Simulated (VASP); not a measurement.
Set up this calculation in VASP 6.6.1, as the native input.

| Item | Value |
| --- | --- |
| Task | single point |
| Functional | PBE |
| Potentials or basis | VASP PAW PBE potentials, release 64 (Ti_sv, O) |
| Cutoff | 520 eV |
| k mesh | 8 × 8 × 8 |
| Occupations | gaussian, width 0.05 eV |
| Spin | no spin polarisation |
| Dipole correction | no |
| Further INCAR settings | ALGO = Normal; EDIFF = 1e-07; NBANDS = 33 |

The structure of TiO2 lies in POSCAR:

```
TiO2
1.0
   -1.9146203277      1.9146203277      4.9644316606
    1.9146203277     -1.9146203277      4.9644316606
    1.9146203277      1.9146203277     -4.9644316606
Ti O
2 4
Direct
    0.0000000000      0.0000000000      0.0000000000
    0.7500000000      0.2500000000      0.5000000000
    0.2038482708      0.2038482708      0.0000000000
    0.9538482708      0.4538482708      0.5000000000
    0.5461517292      0.0461517292      0.5000000000
    0.7961517292      0.7961517292      0.0000000000
```

The input as run:

INCAR

```
PREC     = Accurate       # precision mode
ENCUT    = 520            # plane-wave cutoff, eV
EDIFF    = 1E-7           # SCF threshold, eV
ISMEAR   = 0              # smearing method
SIGMA    = 0.05           # smearing width, eV
LREAL    = F              # projectors in reciprocal space
LASPH    = T              # aspherical terms in the spheres
NELM     = 100            # most SCF steps
ALGO     = Normal         # electronic algorithm
ISIF     = 2              # what is computed and relaxed
LWAVE    = F              # write WAVECAR
LCHARG   = F              # write CHGCAR
GGA      = PE             # functional
NBANDS   = 33             # bands
```

KPOINTS

```
Automatic mesh
0
Gamma
  8 8 8
```

Potentials or basis: VASP PAW PBE potentials, release 64 (Ti_sv, O).

Command:

```console
$ cat potpaw_PBE.64/Ti_sv/POTCAR potpaw_PBE.64/O/POTCAR > POTCAR
$ mpirun -np 1 vasp_std > vasp.out
```

It gave:

```json
{"Pressure": "-5.8 GPa", "Largest force": "0.017 eV/Å", "Band gap on the k mesh": "2.13 eV (least direct gap 2.35 eV)"}
```

Caveat: the cell stands under tension.

Wall time 6.3 min on 1 thread of Intel(R) Xeon(R) Platinum 8488C (Sapphire Rapids), with other jobs on the host, peak memory 0.31 GiB.
